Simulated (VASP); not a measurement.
O, 2 atoms in the cell. It takes space group Fmmm (No. 69, orthorhombic). Conventional cell: a = 3.395 Å, b = 3.406 Å, c = 9.157 Å, α = 90.00°, β = 90.00°, γ = 90.00°. Within 1.5 Å of O (site symmetry mm2) lie 1 O at 1.09 Å. 

```yaml
Program: VASP 6.6.1
Task: single point
Functional: PBEsol
Potentials_or_basis: VASP PAW PBE potentials, release 64 (O)
Cutoff: 520 eV
k_mesh: 20 × 20 × 20
Occupations: gaussian, width 0.15 eV
Spin: no spin polarisation
Dipole_correction: no
Further_INCAR_settings: ALGO = Normal; EDIFF = 1e-07; NBANDS = 13
```

Potentials or basis: VASP PAW PBE potentials, release 64 (O).

Run with:

```console
$ cat potpaw_PBE.64/O/POTCAR > POTCAR
$ mpirun -np 1 vasp_std > vasp.out
```

Hardware: 1 thread of Intel(R) Xeon(R) 6975P-C (Granite Rapids), on a shared host.

Estimate the wall time of this run.

It took 2.5 min on 1 thread of Intel(R) Xeon(R) 6975P-C (Granite Rapids), with other jobs on the host, peak memory 0.4 GiB. Counts: scf iterations 13, k points 1166.
